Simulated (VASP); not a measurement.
# Be (P6_3/mmc) in VASP: a series of runs, part 2 of 2

VASP 6.6.1.

## Step 4: Single point, r2SCAN

This run uses another cell than the first one, of 7.91 Å³/atom, 1.016 times its volume.

Input file POSCAR:

```
Be
1.0
    2.2634085221      0.0000000000      0.0000000000
   -1.1317042610      1.9601692792      0.0000000000
    0.0000000000      0.0000000000      3.5648760454
Be
2
Direct
    0.3333333333      0.6666666667      0.2500000000
    0.6666666667      0.3333333333      0.7500000000
```

Input file INCAR.step1:

```
ALGO = Normal ; EDIFF = 1E-4
ENCUT = 520 ; GGA = PE
ISMEAR = -1 ; LASPH = T
LCHARG = F ; LREAL = F
LWAVE = T ; NBANDS = 9
NELM = 80 ; PREC = Accurate
SIGMA = 0.05
```

Input file INCAR.step2:

```
ALGO = Normal ; EDIFF = 1E-6
ENCUT = 520 ; ISIF = 2
ISMEAR = -1 ; ISTART = 1
LASPH = T ; LCHARG = F
LMIXTAU = T ; LREAL = F
LWAVE = F ; METAGGA = R2SCAN
NBANDS = 9 ; NELM = 80
PREC = Accurate ; SIGMA = 0.05
```

Input file KPOINTS:

```
k-points
0
Gamma
  24 24 14
```

Potentials or basis: VASP PAW PBE potentials, release 64 (Be).

Command:

```console
$ cat potpaw_PBE.64/Be/POTCAR > POTCAR
$ cp INCAR.step1 INCAR
$ mpirun -np 1 vasp_std > vasp.out
$ cp INCAR.step2 INCAR
$ mpirun -np 1 vasp_std > vasp.out
```

OUTCAR:

```text
EDIFF = 1E-6
   ENCUT = 520
   ISIF = 2
   ISMEAR = -1
   ISTART = 1
   LASPH = T
   LREAL = F
   METAGGA = R2SCAN
   NELM = 80
   PREC = Accurate

 ion  position               nearest neighbor table
   1  0.333  0.667  0.250-   2 2.21   2 2.21   2 2.21   2 2.21   2 2.21   2 2.21
   2  0.667  0.333  0.750-   1 2.21   1 2.21   1 2.21   1 2.21   1 2.21   1 2.21

  LATTYP: Found a hexagonal cell.
 ALAT       =     2.2634085221
 C/A-ratio  =     1.5750033680

  Lattice vectors:

 A1 = (   2.2634085221,   0.0000000000,   0.0000000000)
 A2 = (  -1.1317042610,   1.9601692792,   0.0000000000)
 A3 = (   0.0000000000,   0.0000000000,   3.5648760454)

Analysis of symmetry for initial positions (statically):
=====================================================================
 Subroutine PRICEL returns:
 Original cell was already a primitive cell.

 Routine SETGRP: Setting up the symmetry group for a
 hexagonal supercell.

 Subroutine GETGRP returns: Found 24 space group operations
 (whereof 12 operations were pure point group operations)
 out of a pool of 24 trial point group operations.

The static configuration has the point symmetry D_3d.
 The point group associated with its full space group is D_6h.

Analysis of symmetry for dynamics (positions and initial velocities):
=====================================================================
 Subroutine PRICEL returns:
 Original cell was already a primitive cell.

 Routine SETGRP: Setting up the symmetry group for a
 hexagonal supercell.

 Subroutine GETGRP returns: Found 24 space group operations
 (whereof 12 operations were pure point group operations)
 out of a pool of 24 trial point group operations.

The dynamic configuration has the point symmetry D_3d.
 The point group associated with its full space group is D_6h.

 Subroutine INISYM returns: Found 24 space group operations
 (whereof 12 operations are pure point group operations),
 and found     1 'primitive' translations

----------------------------------------------------------------------------------------

                                     Primitive cell

  volume of cell :      15.8162

  direct lattice vectors                    reciprocal lattice vectors
     2.263408522  0.000000000  0.000000000     0.441811538  0.255080010  0.000000000
    -1.131704261  1.960169279  0.000000000     0.000000000  0.510160021  0.000000000
     0.000000000  0.000000000  3.564876045     0.000000000  0.000000000  0.280514662

  length of vectors
     2.263408522  2.263408522  3.564876045     0.510160021  0.510160021  0.280514662

  position of ions in fractional coordinates (direct lattice)
     0.333333333  0.666666667  0.250000000
     0.666666667  0.333333333  0.750000000

  ion indices of the primitive-cell ions
   primitive index   ion index
                 1           1
                 2           2

----------------------------------------------------------------------------------------

 KPOINTS: k-points

Automatic generation of k-mesh.
 Grid dimensions read from file:
 generate k-points for:   24   24   14

 Generating k-lattice:

  Cartesian coordinates                     Fractional coordinates (reciprocal lattice)
     0.018408814  0.010628334  0.000000000     0.041666667  0.000000000  0.000000000
     0.000000000  0.021256668  0.000000000     0.000000000  0.041666667  0.000000000
     0.000000000  0.000000000  0.020036762     0.000000000  0.000000000  0.071428571

  Length of vectors
     0.021256668  0.021256668  0.020036762

  Shift w.r.t. Gamma in fractional coordinates (k-lattice)
     0.000000000  0.000000000  0.000000000

 Subroutine IBZKPT returns following result:
 ===========================================

 Found    488 irreducible k-points:

 Following reciprocal coordinates:
            Coordinates               Weight
  0.000000  0.000000  0.000000      1.000000
  0.041667  0.000000  0.000000      6.000000
  0.083333  0.000000  0.000000      6.000000
  0.125000 -0.000000  0.000000      6.000000
  0.166667  0.000000  0.000000      6.000000
  0.208333  0.000000  0.000000      6.000000
[... 16 lines left out ...]
  0.416667  0.041667  0.000000     12.000000
  0.458333  0.041667  0.000000     12.000000
 [... further k-points ...]
   k-points           NKPTS =    488   k-points in BZ     NKDIM =    488   number of bands    NBANDS=      9
   number of dos      NEDOS =    301   number of ions     NIONS =      2
   total plane-waves  NPLWV =   9072
   dimension x,y,z NGX =    18 NGY =   18 NGZ =   28
   dimension x,y,z NGXF=    36 NGYF=   36 NGZF=   56
   ions per type =               2
   NGX,Y,Z   is equivalent  to a cutoff of  13.22, 13.22, 13.06 a.u.
   NGXF,Y,Z  is equivalent  to a cutoff of  26.44, 26.44, 26.12 a.u.
 SYSTEM =  unknown system
   PREC   = accura    normal or accurate (medium, high low for compatibility)
   ISTART =      1    job   : 0-new  1-cont  2-samecut
   ICHARG =      0    charge: 1-file 2-atom 10-const
   ISPIN  =      1    spin polarized calculation?
   LNONCOLLINEAR =      F non collinear calculations
   LSORBIT =      F    spin-orbit coupling
   LASPH  =      T    aspherical Exc in radial PAW
   ENCUT  =  520.0 eV  38.22 Ry    6.18 a.u.   4.21  4.21  6.63*2*pi/ulx,y,z
   NELM   =     80;   NELMIN=  2; NELMDL=  0     # of ELM steps
   EDIFF  = 0.1E-05   stopping-criterion for ELM
   LREAL  =      F    real-space projection
   EDIFFG = 0.1E-04   stopping-criterion for IOM
   NSW    =      0    number of steps for IOM
   IBRION =     -1    ionic relax: 0-MD 1-quasi-New 2-CG
   NFREE  =      0    steps in history (QN), initial steepest desc. (CG)
   ISIF   =      2    stress and relaxation
   ISYM   =      2    0-nonsym 1-usesym 2-fastsym
   POTIM  = 0.5000    time-step for ionic-motion
   TEBEG  =    0.0;   TEEND  =   0.0 temperature during run
   PSTRESS=    0.0 pullay stress
   NELECT =       4.0000    total number of electrons
   NUPDOWN=      -1.0000    fix difference up-down
   EMIN   =  10.00;   EMAX   =-10.00  energy-range for DOS
   EFERMI =   0.00;   METHOD = LEGACY
   ISMEAR =    -1;   SIGMA  =   0.05  broadening in eV -4-tet -1-fermi 0-gaus
   EFERMI_NEDOS =   21; number of points for ismear=-14 and -15
   IALGO  =     38    algorithm
   IMIX   =      4    mixing-type and parameters
     AMIX     =   0.40;   BMIX     =  1.00
     AMIX_MAG =   1.60;   BMIX_MAG =  1.00
  volume/ion in A,a.u.               =       7.91        53.37
  Fermi-wavevector in a.u.,A,eV,Ry     =   1.035288  1.956411 14.583013  1.071821
  Thomas-Fermi vector in A             =   2.169624
   LORBIT       =      0    0 simple, 1 ext, 2 COOP (PROOUT), +10 PAW based schemes
   METAGGA = R2SCAN    functional components
   LHFCALC =     F    Hartree Fock is set to
   AEXX    =    0.0000 exact exchange contribution
   IVDW    =     0    specifies the selected vdW correction
   LEPSILON=     F    determine dielectric tensor
   LRPA    =     F    only Hartree local field effects (RPA)
 non-spin polarized calculation
  energy-cutoff  :      520.00
  volume of cell :       15.82
 maximum number of plane-waves:       446
 NGX is ok and might be reduce to    18
   NGX =  9   NGY =  9   NGZ = 13

 number of electron       4.0000000 magnetization

 Free energy of the ion-electron system (eV)
  ---------------------------------------------------
  ext. energy  EPLUGINS =         0.00000000
  ---------------------------------------------------
  free energy    TOTEN  =        -8.68001193 eV

  energy without entropy =       -8.67832553  energy(sigma->0) =       -8.67916873

 E-fermi :   7.0793     XC(G=0): -11.2599

 val. band max:        7.0559017184   @ k =   0.3333   0.2917   0.3571
 cond. band min:       7.0854988380   @ k =   0.2917   0.2917   0.0000
 fundamental gap:      0.0295971196
 Fermi energy:         7.0792768781

 k-point     1 :       0.0000    0.0000    0.0000
  band No.  band energies     occupation
      1      -5.1122      2.00000
      2       2.3727      2.00000
      3       8.1824      0.00000
      4      24.4637      0.00000
      5      24.4637      0.00000
      6      27.4951      0.00000
      7      27.4951      0.00000
      8      29.7993      0.00000
      9      35.5956      0.00000
[... 265 lines left out ...]
 k-point    24 :       0.4583    0.0417    0.0000
  band No.  band energies     occupation
      1       1.6079      2.00000
      2       3.9836      2.00000
      3      10.9007      0.00000
      4      14.1805      0.00000
      5      14.2696      0.00000
      6      16.1279      0.00000
      7      18.8676      0.00000
      8      25.4242      0.00000
      9      28.3084      0.00000

 [... further k-points ...]
[... 5 lines left out ...]
  --------------------------------------------------------------------------------------
  -------------------------------------------------------------------------------------
  Total        0.0162774      0.0162774      0.0255306      0.0000000      0.0000000      0.0000000
  in kB        1.6489001      1.6489001      2.5862463      0.0000000      0.0000000      0.0000000
  external PRESSURE =       1.9613488 kB  Pullay stress =       0.0000000 kB

 VOLUME and BASIS-vectors are now :
 -----------------------------------------------------------------------------
  energy-cutoff  :      520.00
  volume of cell :       15.82
      direct lattice vectors                 reciprocal lattice vectors
     2.263408522  0.000000000  0.000000000     0.441811538  0.255080010  0.000000000
    -1.131704261  1.960169279  0.000000000     0.000000000  0.510160021  0.000000000
     0.000000000  0.000000000  3.564876045     0.000000000  0.000000000  0.280514662

 POSITION                                       TOTAL-FORCE (eV/Angst)
 -----------------------------------------------------------------------------------
     -0.00000      1.30678      0.89122         0.000000      0.000000      0.000000
      1.13170      0.65339      2.67366        -0.000000     -0.000000      0.000000
 -----------------------------------------------------------------------------------
    total drift:                                0.000000     -0.000000      0.000000

  FREE ENERGIE OF THE ION-ELECTRON SYSTEM (eV)
  ---------------------------------------------------
  free  energy   TOTEN  =        -8.6800119250 eV

  energy  without entropy=       -8.6783255308  energy(sigma->0) =       -8.67916873
```

OSZICAR.step1:

```text
N       E                     dE             d eps       ncg     rms          rms(c)
DAV:   1    -0.277324182610E+01   -0.27732E+01   -0.17750E+03  8848   0.366E+02
DAV:   2    -0.754677492930E+01   -0.47735E+01   -0.45981E+01 13387   0.540E+01
DAV:   3    -0.759730067619E+01   -0.50526E-01   -0.50373E-01  9942   0.373E+00
DAV:   4    -0.759738150935E+01   -0.80833E-04   -0.80829E-04 10970   0.152E-01
DAV:   5    -0.759738155314E+01   -0.43794E-07   -0.44206E-07  9671   0.331E-03    0.121E+00
DAV:   6    -0.755130017475E+01    0.46081E-01   -0.59882E-03  9582   0.774E-01    0.744E-01
DAV:   7    -0.753291474327E+01    0.18385E-01   -0.65018E-03  9566   0.805E-01    0.276E-02
DAV:   8    -0.753289316859E+01    0.21575E-04   -0.14780E-05  8552   0.318E-02
   1 F= -.75328932E+01 E0= -.75320371E+01  d E =-.171218E-02
```

It took 2.3 min on 1 thread of AMD EPYC 7R13 (Zen 3), shared host; peak memory 0.14 GiB.

What came out:

| Property | Result |
| --- | --- |
| Free energy | -8.6800 eV |
| Pressure | 0.2 GPa |
| Band gap on the k mesh | zero (band 2 reaches 8.19 eV, above the bottom of band 3 at 5.98 eV) |

Stress tensor (GPa, compression positive):
```
0.16 0.00 0.00
0.00 0.16 0.00
0.00 0.00 0.26
```

Caveat: the PAW data sets were made with another functional, which shifts forces and pressure a little.

## Step 5: Summary

| cell | gap on the mesh (eV) | pressure (GPa) |
| --- | --- | --- |
| a = 2.251, b = 2.251, c = 3.548 Å, angles 90.0, 90.0, 120.0°, 2 atoms | none | 2.2 |
| a = 2.257, b = 2.257, c = 3.556 Å, angles 90.0, 90.0, 120.0°, 2 atoms | none | 1.2 |
| a = 2.263, b = 2.263, c = 3.565 Å, angles 90.0, 90.0, 120.0°, 2 atoms | none | 0.2 |

Alike in all rows: task single point; level r2SCAN; potentials or basis VASP PAW PBE potentials, release 64 (Be); no spin polarisation; k mesh 24 × 24 × 14; cutoff (eV) 520; smearing fermi-dirac 0.05 eV.

Caveats: the PAW data sets were made with another functional, which shifts forces and pressure a little.

Total energies depend on the potentials used, so only differences within one code and one set of settings carry meaning.
